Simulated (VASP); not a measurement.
The system is RuAu.

```xyz
2
Lattice="3.1648 0.0000 0.0000 0.0000 3.1648 0.0000 0.0000 0.0000 3.1648" Properties=species:S:1:pos:R:3 pbc="T T T"
Ru    0.0000    0.0000    0.0000
Au    1.5824    1.5824    1.5824
```

| Property | Result |
| --- | --- |
| Program | VASP 6.6.1 |
| Task | relaxation of cell and atoms |
| Functional | PBEsol |
| Potentials or basis | VASP PAW PBE potentials, release 64 (Ru_pv, Au) |
| Cutoff | 500 eV |
| k mesh | 8 × 8 × 8 |
| Occupations | fermi-dirac, width 0.05 eV |
| Spin | no spin polarisation |

At the start: pressure -9.1 GPa; volume 15.85 Å³/atom.

Problem. How do energy, volume and symmetry change on relaxing?

Solution. Over 4 steps the energy falls by 19.3 meV/atom and the volume is 15.20 Å³/atom (-4.1 %); space group Pm-3m (No. 221, to 0.1 Å) before and after.

The path:
| step | energy change (eV) | largest force (eV/Å) | pressure (GPa) | volume (Å³) |
| --- | --- | --- | --- | --- |
| 1 | 0.0000 | 0.0000 | -9.08 | 31.70 |
| 2 | 0.1697 | 0.0000 | 27.84 | 27.75 |
| 3 | -0.0386 | 0.0000 | -0.29 | 30.43 |
| 4 | -0.0387 | 0.0000 | -0.04 | 30.40 |

Final structure:
```
CELL_PARAMETERS angstrom
3.12097 0.00000 0.00000
0.00000 3.12097 0.00000
0.00000 0.00000 3.12097
ATOMIC_POSITIONS crystal
Ru 0.00000 0.00000 0.00000
Au 0.50000 0.50000 0.50000
```

Caveat: the PAW data sets were made with another functional, which shifts forces and pressure a little.
